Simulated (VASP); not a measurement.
V3Mo:

```
V Mo
1.0
     0.00000    3.02409    3.02409
     3.02409    0.00000    3.02409
     3.02409    3.02409    0.00000
V Mo
3 1
Direct
  0.25000 0.25000 0.25000
  0.75000 0.75000 0.75000
  0.50000 0.50000 0.50000
  0.00000 0.00000 0.00000
```

Base run:

```yaml
Program: VASP 6.6.1
Functional: LDA
Potentials_or_basis: VASP PAW LDA potentials, release 64 (V_sv, Mo_sv)
Cutoff: 500 eV
k_mesh: 7 × 7 × 7
Occupations: fermi-dirac, width 0.05 eV
Spin: collinear spin, ferromagnetic start
Starting_moments: "[0.28, 0.28, 0.51, 0.06] μB"
Fixed_moment: 1.3 μB
```

Its results: pressure -9.8 GPa; site moments V +0.27, +0.47 (each value once); Mo +0.07 μB.

Problem. After a change of settings the same cell gave: pressure 1.3 GPa; site moments V +1.26, +1.67 (each value once); Mo +0.31 μB. Which change was it?
A. fixed moment from 1.3 μB to 4 μB; moments at the start from [0.28, 0.28, 0.51, 0.06] to [0.94, 0.94, 1.34, 0.22]
B. fixed moment from 1.3 μB to 5.4 μB; moments at the start from [0.28, 0.28, 0.51, 0.06] to [1.33, 1.33, 1.77, 0.27]
C. fixed moment from 1.3 μB to 2.7 μB; moments at the start from [0.28, 0.28, 0.51, 0.06] to [0.6, 0.6, 0.95, 0.14]

Solution. B.

Caveats: the total moment is fixed, so each spin has its own Fermi level; the cell stands under tension (at least some runs).
